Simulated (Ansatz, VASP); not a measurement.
# Two plane-wave programs on PbSe

Contents of POSCAR:

```
PbSe
1.0
    5.1218766302      0.0000000001      0.0000000000
   -2.5609383152      4.4356752768      0.0000000000
    0.0000000000      0.0000000000      6.1519955182
Pb Se
2 2
Direct
    0.3333333333      0.6666666667     -0.0648967816
    0.6666666667      0.3333333333      0.4351032184
    0.3333333333      0.6666666667      0.4398967816
    0.6666666667      0.3333333333      0.9398967816
```

The input INCAR.step1:

```
SYSTEM = PbSe
ALGO     = Normal         ! electronic algorithm
EDIFF    = 1E-4           ! SCF threshold, eV
ENCUT    = 520            ! plane-wave cutoff, eV
GGA      = PE             ! functional
ISMEAR   = 0              ! smearing method
LASPH    = .TRUE.         ! aspherical terms in the spheres
LCHARG   = .FALSE.        ! write CHGCAR
LREAL    = .FALSE.        ! projectors in reciprocal space
LWAVE    = .TRUE.         ! write WAVECAR
NBANDS   = 28             ! bands
NELM     = 100            ! most SCF steps
PREC     = Accurate       ! precision mode
SIGMA    = 0.01           ! smearing width, eV
```

File INCAR.step2:

```
SYSTEM = PbSe
ALGO     = Normal         ! electronic algorithm
EDIFF    = 1E-6           ! SCF threshold, eV
ENCUT    = 520            ! plane-wave cutoff, eV
ISIF     = 2              ! what is computed and relaxed
ISMEAR   = 0              ! smearing method
ISTART   = 1            
LASPH    = .TRUE.         ! aspherical terms in the spheres
LCHARG   = .FALSE.        ! write CHGCAR
LMIXTAU  = .TRUE.       
LREAL    = .FALSE.        ! projectors in reciprocal space
LWAVE    = .FALSE.        ! write WAVECAR
METAGGA  = R2SCAN         ! meta-GGA
NBANDS   = 28             ! bands
NELM     = 100            ! most SCF steps
PREC     = Accurate       ! precision mode
SIGMA    = 0.01           ! smearing width, eV
```

KPOINTS

```
k-points
0
G
  6 6 4
  0 0 0
```

Input for Ansatz:

```yaml
crystal:
  lattice:
    - [5.1218766302, 1.0e-10, 0.0]
    - [-2.5609383152, 4.4356752768, 0.0]
    - [0.0, 0.0, 6.1519955182]
  atoms:
    - { symbol: Pb, position: [0.3333333333, 0.6666666667, -0.0648967816] }
    - { symbol: Pb, position: [0.6666666667, 0.3333333333, 0.4351032184] }
    - { symbol: Se, position: [0.3333333333, 0.6666666667, 0.4398967816] }
    - { symbol: Se, position: [0.6666666667, 0.3333333333, 0.9398967816] }
kpoints:
  mp_grid: { grid: [6, 6, 4] }
hamiltonian:
  xc: r2scan
scf:
  occupations: { method: fixed }
  n_extra_bands: 5
output:
  forces: true
  stress: true
  eigenvalues: true
```

Alike in both runs: task single point; functional r2SCAN; k mesh 6 × 6 × 4; no spin polarisation.

|  | VASP | Ansatz |
| --- | --- | --- |
| version | VASP 6.6.1 | Ansatz 0.2.0 |
| potentials or method | VASP PAW PBE potentials, release 64 (Pb_d, Se) | plane waves, PAW |
| plane-wave cutoff (eV) | 520 | 500 |
| occupations | gaussian, width 0.01 eV | fixed |
| valence electrons in the cell | 40 | 60 |

VASP gave:

```
gap on the k mesh at the Fermi level (eV)                     : 1.44
pressure (GPa)                                                : 1.3
traceless stress, the component that is largest in VASP (GPa) : 0.05
rms of the force components (eV/Å)                            : 0.006
```

Task: Which values does Ansatz return?

Result: gap on the k mesh at the Fermi level (eV): 1.43; pressure (GPa): 1.3; traceless stress, the component that is largest in VASP (GPa): 0.06; rms of the force components (eV/Å): 0.006.

VASP's potentials were made for PBE, not for r2SCAN. Atom by atom the forces differ by 0.001 eV/Å (rms over components). VASP's potentials hold 40 valence electrons a cell and Ansatz's 60, so a difference there can come from the potentials and not from the codes.

Neither program's run includes spin-orbit coupling.
